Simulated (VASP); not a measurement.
MnO:

```
Mn O
1.0
     2.67239    0.00000    0.00000
     0.00000    2.67239    0.00000
     0.00000    0.00000    2.67239
Mn O
1 1
Direct
  0.00000 0.00000 0.00000
  0.50000 0.50000 0.50000
```

```yaml
Program: VASP 6.6.1
Task: relaxation of cell and atoms
Functional: PBEsol-based global hybrid with 25 % exact exchange
Potentials_or_basis: VASP PAW PBE potentials, release 64 (Mn_pv, O)
Cutoff: 600 eV
k_mesh: 5 × 5 × 5
Occupations: fermi-dirac, width 0.05 eV
Spin: collinear spin, ferromagnetic start
Starting_moments: "[4.0, 0.0] μB"
```

At the start: pressure 10.9 GPa; volume 9.54 Å³/atom.

How do energy, volume and symmetry change on relaxing?

Over 3 steps the energy falls by 16.8 meV/atom and the volume is 10.07 Å³/atom (+5.5 %); space group Pm-3m (No. 221, to 0.1 Å) before and after; moment 5.00 μB per cell.

Step by step:
| step | energy change (eV) | largest force (eV/Å) | pressure (GPa) | volume (Å³) |
| --- | --- | --- | --- | --- |
| 1 | 0.0000 | 0.0000 | 10.86 | 19.09 |
| 2 | -0.0169 | 0.0000 | -6.48 | 20.93 |
| 3 | -0.0336 | 0.0000 | -0.03 | 20.13 |

Final structure:
```xyz
2
Lattice="2.7203 0.0000 0.0000 0.0000 2.7203 0.0000 0.0000 0.0000 2.7203" Properties=species:S:1:pos:R:3 pbc="T T T"
Mn    0.0000    0.0000    0.0000
O     1.3602    1.3602    1.3602
```

Caveat: the k points lie up to 0.46 Å⁻¹ apart in the final cell; the PAW data sets were made with another functional, which shifts forces and pressure a little; a cell with one magnetic atom can't hold antiferromagnetic order, which such compounds often take.
